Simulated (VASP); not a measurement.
Write the native input for VASP 6.6.1 that does the following.

```yaml
Task: single point
Functional: PBE
Potentials_or_basis: VASP PAW PBE potentials, release 64 (Si, C)
Cutoff: 520 eV
k_mesh: 6 × 6 × 4
Occupations: gaussian, width 0.01 eV
Spin: no spin polarisation
Dipole_correction: no
Further_INCAR_settings: ALGO = Normal; EDIFF = 1e-07; NBANDS = 16
```

The structure of SiC lies in POSCAR:

```
SiC
1.0
    3.0753564068      0.0000000000      0.0000000000
   -1.5376782034      2.6633367739      0.0000000000
    0.0000000000      0.0000000000      5.0481087035
Si C
2 2
Direct
    0.3333333333      0.6666666667      0.4995917768
    0.6666666667      0.3333333333      0.9995917768
    0.3333333333      0.6666666667      0.8754082232
    0.6666666667      0.3333333333      0.3754082232
```

The input as run:

INCAR

```
PREC = Accurate ; ENCUT = 520
EDIFF = 1E-7 ; ISMEAR = 0
SIGMA = 0.01 ; LREAL = F
LASPH = T ; NELM = 60
ALGO = Normal ; ISIF = 2
LWAVE = F ; LCHARG = F
GGA = PE ; NBANDS = 16
```

KPOINTS

```
Automatic mesh
0
Gamma
  6 6 4
```

Potentials or basis: VASP PAW PBE potentials, release 64 (Si, C).

Run with:

```bash
$ cat potpaw_PBE.64/Si/POTCAR potpaw_PBE.64/C/POTCAR > POTCAR
$ mpirun -np 1 vasp_std > vasp.out
```

Results of the run:

The pressure is 3.5 GPa and the largest force is 0.004 eV/Å. The band gap on the k mesh is 2.27 eV, indirect (least direct gap 3.97 eV).

Run time: 15 s on 1 thread of AMD EPYC 7R13 Processor (Zen 3), with other jobs on the host, peak memory 0.12 GiB.
